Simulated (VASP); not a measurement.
# Ag (P6_3/mmc) in VASP: further runs

Ag is run at these levels: PBEsol; tasks: single point.

All numbers are computed with VASP 6.6.1; they aren't measurements. Logs are shortened: lines on timing, memory, paths and dates and some standing lists are left out, and cuts for length are marked.

## (1) The cell of the first run

It takes space group P6_3/mmc (No. 194, hexagonal). Conventional cell: a = 2.735 Å, b = 2.735 Å, c = 4.471 Å, α = 90.00°, β = 90.00°, γ = 120.00°. Within 3.6 Å of Ag (site symmetry -6m2) lie 12 Ag at 2.73 to 2.74 Å.

## (2) Single point, PBEsol

The input, INCAR:

```
PREC = Accurate ; ENCUT = 520
EDIFF = 1E-6 ; ISMEAR = 0
SIGMA = 0.1 ; LREAL = F
LASPH = T ; NELM = 60
ALGO = Normal ; ISIF = 2
LWAVE = F ; LCHARG = F
GGA = PS ; NBANDS = 18
```

The input, KPOINTS:

```
Automatic mesh
0
Gamma
  18 18 10
```

The input, POSCAR:

```
Ag
1.0
    2.7347535926      0.0000000000      0.0000000000
   -1.3673767963      2.3683660843      0.0000000000
    0.0000000000      0.0000000000      4.4710400622
Ag
2
Direct
    0.3333333333      0.6666666667      0.2500000000
    0.6666666667      0.3333333333      0.7500000000
```

Potentials or basis: VASP PAW PBE potentials, release 64 (Ag).

Command:

```
$ cat potpaw_PBE.64/Ag/POTCAR > POTCAR
$ mpirun -np 1 vasp_std > vasp.out
```

OUTCAR:

```text
PREC = Accurate
   ENCUT = 520
   EDIFF = 1E-6
   ISMEAR = 0
   LREAL = F
   LASPH = T
   NELM = 60
   ISIF = 2
   GGA = PS

 ion  position               nearest neighbor table
   1  0.333  0.667  0.250-   2 2.74   2 2.74   2 2.74   2 2.74   2 2.74   2 2.74
   2  0.667  0.333  0.750-   1 2.74   1 2.74   1 2.74   1 2.74   1 2.74   1 2.74

  LATTYP: Found a hexagonal cell.
 ALAT       =     2.7347535926
 C/A-ratio  =     1.6348968603

  Lattice vectors:

 A1 = (   2.7347535926,   0.0000000000,   0.0000000000)
 A2 = (  -1.3673767963,   2.3683660843,   0.0000000000)
 A3 = (   0.0000000000,   0.0000000000,   4.4710400622)

Analysis of symmetry for initial positions (statically):
=====================================================================
 Subroutine PRICEL returns:
 Original cell was already a primitive cell.

 Routine SETGRP: Setting up the symmetry group for a
 hexagonal supercell.

 Subroutine GETGRP returns: Found 24 space group operations
 (whereof 12 operations were pure point group operations)
 out of a pool of 24 trial point group operations.

The static configuration has the point symmetry D_3d.
 The point group associated with its full space group is D_6h.

Analysis of symmetry for dynamics (positions and initial velocities):
=====================================================================
 Subroutine PRICEL returns:
 Original cell was already a primitive cell.

 Routine SETGRP: Setting up the symmetry group for a
 hexagonal supercell.

 Subroutine GETGRP returns: Found 24 space group operations
 (whereof 12 operations were pure point group operations)
 out of a pool of 24 trial point group operations.

The dynamic configuration has the point symmetry D_3d.
 The point group associated with its full space group is D_6h.

 Subroutine INISYM returns: Found 24 space group operations
 (whereof 12 operations are pure point group operations),
 and found     1 'primitive' translations

----------------------------------------------------------------------------------------

                                     Primitive cell

  volume of cell :      28.9585

  direct lattice vectors                    reciprocal lattice vectors
     2.734753593  0.000000000  0.000000000     0.365663657  0.211116011  0.000000000
    -1.367376796  2.368366084  0.000000000     0.000000000  0.422232022  0.000000000
     0.000000000  0.000000000  4.471040062     0.000000000  0.000000000  0.223661606

  length of vectors
     2.734753593  2.734753593  4.471040062     0.422232022  0.422232022  0.223661606

  position of ions in fractional coordinates (direct lattice)
     0.333333333  0.666666667  0.250000000
     0.666666667  0.333333333  0.750000000

  ion indices of the primitive-cell ions
   primitive index   ion index
                 1           1
                 2           2

----------------------------------------------------------------------------------------

 KPOINTS: Automatic mesh

Automatic generation of k-mesh.
 Grid dimensions read from file:
 generate k-points for:   18   18   10

 Generating k-lattice:

  Cartesian coordinates                     Fractional coordinates (reciprocal lattice)
     0.020314648  0.011728667  0.000000000     0.055555556  0.000000000  0.000000000
     0.000000000  0.023457335  0.000000000     0.000000000  0.055555556  0.000000000
     0.000000000  0.000000000  0.022366161     0.000000000  0.000000000  0.100000000

  Length of vectors
     0.023457335  0.023457335  0.022366161

  Shift w.r.t. Gamma in fractional coordinates (k-lattice)
     0.000000000  0.000000000  0.000000000

 Subroutine IBZKPT returns following result:
 ===========================================

 Found    222 irreducible k-points:

 Following reciprocal coordinates:
            Coordinates               Weight
  0.000000  0.000000  0.000000      1.000000
  0.055556  0.000000  0.000000      6.000000
  0.111111  0.000000  0.000000      6.000000
  0.166667  0.000000  0.000000      6.000000
  0.222222  0.000000  0.000000      6.000000
  0.277778  0.000000  0.000000      6.000000
[... 16 lines left out ...]
  0.333333  0.111111  0.000000     12.000000
  0.388889  0.111111  0.000000     12.000000
 [... further k-points ...]
   k-points           NKPTS =    222   k-points in BZ     NKDIM =    222   number of bands    NBANDS=     18
   number of dos      NEDOS =    301   number of ions     NIONS =      2
   total plane-waves  NPLWV =  14400
   dimension x,y,z NGX =    20 NGY =   20 NGZ =   36
   dimension x,y,z NGXF=    40 NGYF=   40 NGZF=   72
   ions per type =               2
   NGX,Y,Z   is equivalent  to a cutoff of  12.16, 12.16, 13.39 a.u.
   NGXF,Y,Z  is equivalent  to a cutoff of  24.32, 24.32, 26.77 a.u.
 SYSTEM =  unknown system
   PREC   = accura    normal or accurate (medium, high low for compatibility)
   ISTART =      0    job   : 0-new  1-cont  2-samecut
   ICHARG =      2    charge: 1-file 2-atom 10-const
   ISPIN  =      1    spin polarized calculation?
   LNONCOLLINEAR =      F non collinear calculations
   LSORBIT =      F    spin-orbit coupling
   LASPH  =      T    aspherical Exc in radial PAW
   ENCUT  =  520.0 eV  38.22 Ry    6.18 a.u.   5.08  5.08  8.31*2*pi/ulx,y,z
   NELM   =     60;   NELMIN=  2; NELMDL= -5     # of ELM steps
   EDIFF  = 0.1E-05   stopping-criterion for ELM
   LREAL  =      F    real-space projection
   EDIFFG = 0.1E-04   stopping-criterion for IOM
   NSW    =      0    number of steps for IOM
   IBRION =     -1    ionic relax: 0-MD 1-quasi-New 2-CG
   NFREE  =      0    steps in history (QN), initial steepest desc. (CG)
   ISIF   =      2    stress and relaxation
   ISYM   =      2    0-nonsym 1-usesym 2-fastsym
   POTIM  = 0.5000    time-step for ionic-motion
   TEBEG  =    0.0;   TEEND  =   0.0 temperature during run
   PSTRESS=    0.0 pullay stress
   NELECT =      22.0000    total number of electrons
   NUPDOWN=      -1.0000    fix difference up-down
   EMIN   =  10.00;   EMAX   =-10.00  energy-range for DOS
   EFERMI =   0.00;   METHOD = LEGACY
   ISMEAR =     0;   SIGMA  =   0.10  broadening in eV -4-tet -1-fermi 0-gaus
   EFERMI_NEDOS =   21; number of points for ismear=-14 and -15
   IALGO  =     38    algorithm
   IMIX   =      4    mixing-type and parameters
     AMIX     =   0.40;   BMIX     =  1.00
     AMIX_MAG =   1.60;   BMIX_MAG =  1.00
  volume/ion in A,a.u.               =      14.48        97.71
  Fermi-wavevector in a.u.,A,eV,Ry     =   1.493793  2.822860 30.360293  2.231419
  Thomas-Fermi vector in A             =   2.606148
   LORBIT       =      0    0 simple, 1 ext, 2 COOP (PROOUT), +10 PAW based schemes
   GGA     = PS    functional components
   LHFCALC =     F    Hartree Fock is set to
   AEXX    =    0.0000 exact exchange contribution
   IVDW    =     0    specifies the selected vdW correction
   LEPSILON=     F    determine dielectric tensor
   LRPA    =     F    only Hartree local field effects (RPA)
 non-spin polarized calculation
 Gauss-broadening in eV      SIGMA  =   0.10
  energy-cutoff  :      520.00
  volume of cell :       28.96
 maximum number of plane-waves:       794
   NGX = 11   NGY = 11   NGZ = 17

 number of electron      22.0000001 magnetization

 Free energy of the ion-electron system (eV)
  ---------------------------------------------------
  ext. energy  EPLUGINS =         0.00000000
  ---------------------------------------------------
  free energy    TOTEN  =        -6.31537941 eV

  energy without entropy =       -6.31140037  energy(sigma->0) =       -6.31338989

 E-fermi :  10.6950     XC(G=0): -13.4145

 val. band max:       10.6792431492   @ k =   0.2222   0.2222   0.5000
 cond. band min:      10.7290843939   @ k =   0.2778   0.0000   0.3000
 fundamental gap:      0.0498412447
 Fermi energy:        10.6950077161

 k-point     1 :       0.0000    0.0000    0.0000
  band No.  band energies     occupation
      1       1.5996      2.00000
      2       3.1659      2.00000
      3       5.2585      2.00000
      4       5.3841      2.00000
      5       5.3841      2.00000
      6       5.7102      2.00000
[... 10 lines left out ...]
     17      30.9983      0.00000
     18      30.9983      0.00000

 k-point     2 :       0.0556    0.0000    0.0000
  band No.  band energies     occupation
      1       1.6983      2.00000
      2       3.2295      2.00000
      3       5.1729      2.00000
      4       5.4442      2.00000
      5       5.4624      2.00000
      6       5.6842      2.00000
[... 10 lines left out ...]
     17      30.2150      0.00000
     18      30.5487      0.00000

 k-point     3 :       0.1111    0.0000    0.0000
  band No.  band energies     occupation
      1       1.9854      2.00000
      2       3.4032      2.00000
      3       5.0235      2.00000
      4       5.5529      2.00000
      5       5.6202      2.00000
      6       5.6749      2.00000
[... 10 lines left out ...]
     17      29.1596      0.00000
     18      30.6761      0.00000

 k-point     4 :       0.1667    0.0000    0.0000
  band No.  band energies     occupation
      1       2.4279      2.00000
      2       3.6244      2.00000
      3       4.8841      2.00000
      4       5.4812      2.00000
      5       5.5127      2.00000
      6       5.8912      2.00000
[... 375 lines left out ...]
      4       5.1643      2.00000
      5       5.2902      2.00000
      6       5.6578      2.00000
[... 10 lines left out ...]
     17      26.0972      0.00000
     18      27.6381      0.00000

 k-point    23 :       0.3333    0.1111    0.0000
  band No.  band energies     occupation
      1       3.5903      2.00000
      2       3.8992      2.00000
      3       3.9157      2.00000
      4       5.2356      2.00000
      5       5.6052      2.00000
      6       5.7596      2.00000
[... 10 lines left out ...]
     17      24.1889      0.00000
     18      27.0441      0.00000

 k-point    24 :       0.3889    0.1111    0.0000
  band No.  band energies     occupation
      1       3.4862      2.00000
      2       3.7429      2.00000
      3       3.8978      2.00000
      4       5.2141      2.00000
      5       5.6515      2.00000
      6       5.9143      2.00000
[... 10 lines left out ...]
     17      22.9408      0.00000
     18      26.6823      0.00000

 [... further k-points ...]
[... 5 lines left out ...]
  --------------------------------------------------------------------------------------
  -------------------------------------------------------------------------------------
  Total        4.4373960      4.4373960      4.4300792      0.0000000      0.0000000      0.0000000
  in kB      245.5066003    245.5066003    245.1017871      0.0000000      0.0000000      0.0000000
  external PRESSURE =     245.3716626 kB  Pullay stress =       0.0000000 kB

 VOLUME and BASIS-vectors are now :
 -----------------------------------------------------------------------------
  energy-cutoff  :      520.00
  volume of cell :       28.96
      direct lattice vectors                 reciprocal lattice vectors
     2.734753593  0.000000000  0.000000000     0.365663657  0.211116011  0.000000000
    -1.367376796  2.368366084  0.000000000     0.000000000  0.422232022  0.000000000
     0.000000000  0.000000000  4.471040062     0.000000000  0.000000000  0.223661606

 POSITION                                       TOTAL-FORCE (eV/Angst)
 -----------------------------------------------------------------------------------
     -0.00000      1.57891      1.11776        -0.000000     -0.000000      0.000000
      1.36738      0.78946      3.35328         0.000000      0.000000      0.000000
 -----------------------------------------------------------------------------------
    total drift:                               -0.000000      0.000000     -0.000000

  FREE ENERGIE OF THE ION-ELECTRON SYSTEM (eV)
  ---------------------------------------------------
  free  energy   TOTEN  =        -6.3153794064 eV

  energy  without entropy=       -6.3114003697  energy(sigma->0) =       -6.31338989
```

Wall time 44 s (1 thread of Intel Xeon Platinum 8488C (Sapphire Rapids), shared host); peak memory 0.21 GiB.

What came out:

* Free energy: -6.3154 eV
* Pressure: 24.5 GPa
* Band gap on the k mesh: zero (band 11 reaches 15.29 eV, above the bottom of band 12 at 7.12 eV)

Caveat: the PAW data sets were made with another functional, which shifts forces and pressure a little.

## (3) Single point, PBEsol

This run uses another cell than the first one, of 15.39 Å³/atom, 1.063 times its volume.

The input, INCAR:

```
SYSTEM = Ag
ALGO = Normal
EDIFF = 1E-6
ENCUT = 520
GGA = PS
ISIF = 2
ISMEAR = 0
LASPH = .True.
LCHARG = .False.
LREAL = .False.
LWAVE = .False.
NBANDS = 18
NELM = 60
PREC = Accurate
SIGMA = 0.1
```

The input, KPOINTS:

```
k-points
0
Gamma
  18 18 10
  0 0 0
```

The input, POSCAR:

```
Ag
1.0
    2.7907502724      0.0000000000      0.0000000000
   -1.3953751362      2.4168606316      0.0000000000
    0.0000000000      0.0000000000      4.5642265038
Ag
2
Direct
    0.3333333333      0.6666666667      0.2500000000
    0.6666666667      0.3333333333      0.7500000000
```

Potentials or basis: VASP PAW PBE potentials, release 64 (Ag).

Command:

```
$ cat potpaw_PBE.64/Ag/POTCAR > POTCAR
$ mpirun -np 1 vasp_std > vasp.out
```

It took 50 s on 1 thread of Intel Xeon Platinum 8488C (Sapphire Rapids), shared host; peak memory 0.23 GiB.

The run converged. Its results:

| Quantity | Value |
| --- | --- |
| Free energy | -6.5187 eV |
| Pressure | 11.7 GPa |
| Band gap on the k mesh | zero (band 11 reaches 14.10 eV, above the bottom of band 12 at 6.22 eV) |

Levels at points of the mesh, in eV from the Fermi level:
```
           k point  band 9  band 10  band 11  band 12  band 13  band 14
(0.00, 0.00, 0.00)   -4.31    -3.10    -3.10    -0.72     4.20    15.91
(0.50, 0.00, 0.00)   -2.86    -2.76     0.12     1.85     7.38     7.62
(0.00, 0.00, 0.50)   -3.47    -3.47    -3.47    -3.47    11.92    11.92
(0.50, 0.00, 0.50)   -2.82    -2.82     0.63     0.63     5.25     5.25
```

Caveat: the PAW data sets were made with another functional, which shifts forces and pressure a little.

(Continued in part 2 of 2.)
